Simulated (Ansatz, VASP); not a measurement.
Ge3N in VASP and in Ansatz

```
CELL_PARAMETERS angstrom
2.71161 1.56555 2.85860
-2.71161 1.56555 2.85860
0.00000 -3.13109 2.85860
ATOMIC_POSITIONS crystal
Ge 0.50000 0.50000 0.00000
Ge 0.00000 0.50000 0.50000
Ge 0.50000 0.00000 0.50000
N 0.50000 0.50000 0.50000
```

Alike in both runs: task relaxation of cell and atoms; functional PBE; k mesh 6 × 6 × 6; occupations gaussian, width 0.1 eV; no spin polarisation.

|  | VASP | Ansatz |
| --- | --- | --- |
| version | VASP 6.6.1 | Ansatz 0.2.0 |
| potentials or method | VASP PAW PBE potentials, release 64 (Ge_d, N), cutoff 600 eV | scalar-relativistic, plane waves, PAW |
| valence electrons in the cell | 47 | 47 |

|  | VASP | Ansatz | Ansatz less VASP |
| --- | --- | --- | --- |
| gap on the k mesh at the Fermi level, each at its own relaxed structure (eV) | none | none | - |
| relaxed volume (Å³/atom) | 19.93 | 19.91 | -0.015 |
| relaxed length of the cell vector where the two differ most in proportion (Å) | 4.524 | 4.523 | -0.0008 |

A gap of «none» marks a metal or a gap that the smearing closes.
